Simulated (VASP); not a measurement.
A run of VASP 6.6.1 is set up as follows.

Contents of INCAR:

```
ALGO = Fast
EDIFF = 1E-6
ENCUT = 520
GGA = PE
ISIF = 2
ISMEAR = 0
LASPH = T
LCHARG = T
LELF = T
LREAL = F
LVHAR = T
LWAVE = F
NBANDS = 51
NELM = 60
PREC = Accurate
SIGMA = 0.2
```

KPOINTS

```
k-points
0
Gamma
  6 4 2
```

POSCAR

```
Sn2Pb
1.0
    0.0000000000      0.0000000000     -3.2732980489
    2.7756091409     -4.8074960541      0.0000000000
   -8.3268274228     -4.8074960541      0.0000000000
Sn Pb
4 2
Direct
    0.5000000000      0.5000000000      0.8333333333
    0.5000000000      1.0000000000      0.3333333333
    0.5000000000      0.0000000000      0.6666666667
    0.5000000000      0.5000000000      0.1666666667
    0.0000000000      0.5000000000      0.5000000000
    0.0000000000      0.0000000000      0.0000000000
```

Potentials or basis: VASP PAW PBE potentials, release 64 (Sn_d, Pb_d).

The run is started by

```console
$ cat potpaw_PBE.64/Sn_d/POTCAR potpaw_PBE.64/Pb_d/POTCAR > POTCAR
$ mpirun -np 1 vasp_std > vasp.out
```

(1) What does it give for the largest force?

(2) Estimate the pressure.

(3) What does it give for the band gap on the k mesh?

Results:

(1) 0.092 eV/Å.

(2) -0.2 GPa.

(3) zero (bands 42 and 43 overlap by 2.44 eV).

Caveat: spin-orbit coupling is left out, which moves the levels of the heavy elements.
